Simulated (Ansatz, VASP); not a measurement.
# Pb: VASP beside Ansatz

```
Pb
1.0
     0.00000    2.45841    2.45841
     2.45841    0.00000    2.45841
     2.45841    2.45841    0.00000
Pb
1
Direct
  0.00000 0.00000 0.00000
```

Alike in both runs: task single point; functional BHLYP; k mesh 5 × 5 × 5; occupations fermi-dirac, width 0.05 eV; no spin polarisation.

|  | VASP | Ansatz |
| --- | --- | --- |
| version | VASP 6.6.1 | Ansatz 0.2.0 |
| potentials or method | VASP PAW PBE potentials, release 64 (Pb_d) | Ansatz PAW |
| plane-wave cutoff (eV) | 520 | 420 |
| valence electrons in the cell | 14 | 14 |

VASP gave:

```
gap on the k mesh at the Fermi level (eV) : none
pressure (GPa)                            : 3.5
```

Problem. Estimate Ansatz's values.

Solution. gap on the k mesh at the Fermi level (eV): none; pressure (GPa): 3.7.

VASP's potentials were made for PBE, not for BHLYP. A gap of «none» marks a metal or a gap that the smearing closes.

The k mesh is coarse, so the values compare programs but aren't converged. Neither program's run includes spin-orbit coupling.
